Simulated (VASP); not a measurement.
# SiC: single point with r2SCAN

Crystal: SiC.

```
Si C
1.0
     3.13633    0.00000    0.00000
    -1.56816    2.71614    0.00000
     0.00000    0.00000    5.14701
Si C
2 2
Cartesian
  0.0000 1.8108 0.0000
  1.5682 0.9054 2.5735
  0.0000 1.8108 1.9816
  1.5682 0.9054 4.5551
```

* Program: VASP 6.6.1
* Task: single point
* Functional: r2SCAN
* Potentials or basis: VASP PAW PBE potentials, release 64 (Si, C)
* Cutoff: 520 eV
* k mesh: 12 × 12 × 4
* Occupations: gaussian, width 0.01 eV
* Spin: no spin polarisation

| Item | Value |
| --- | --- |
| Pressure | -11.8 GPa |
| Largest force | 0.683 eV/Å |
| Band gap on the k mesh | 2.78 eV (least direct gap 4.45 eV) |

Forces in eV/Å, atoms in the order of the input:
```
Si   0.000  0.000  0.683
Si   0.000  0.000  0.683
C    0.000  0.000 -0.683
C    0.000  0.000 -0.683
```

Stress tensor (GPa, compression positive):
```
-11.17   0.00   0.00
  0.00 -11.17   0.00
  0.00   0.00 -13.10
```

Levels at points of the mesh, in eV from the valence-band top:
| k point | band 6 | band 7 | band 8 | band 9 | band 10 | band 11 |
| --- | --- | --- | --- | --- | --- | --- |
| (0.00, 0.00, 0.00) | -0.30 | -0.30 | 0.00 | 4.64 | 5.91 | 6.65 |
| (0.50, 0.00, 0.00) | -3.60 | -3.18 | -1.55 | 2.89 | 4.53 | 6.84 |
| (0.00, 0.00, 0.50) | -1.01 | -1.01 | -1.01 | 5.74 | 5.74 | 7.36 |
| (0.50, 0.00, 0.50) | -2.74 | -2.39 | -2.39 | 3.44 | 3.44 | 5.24 |

Wall time 2.7 min on 1 thread of Intel Xeon 8259CL, on a shared host, peak memory 0.18 GiB.

Caveat: the cell stands under tension; the PAW data sets were made with another functional, which shifts forces and pressure a little. r2SCAN opens gaps a little over a GGA but as a rule still falls short of measured ones.
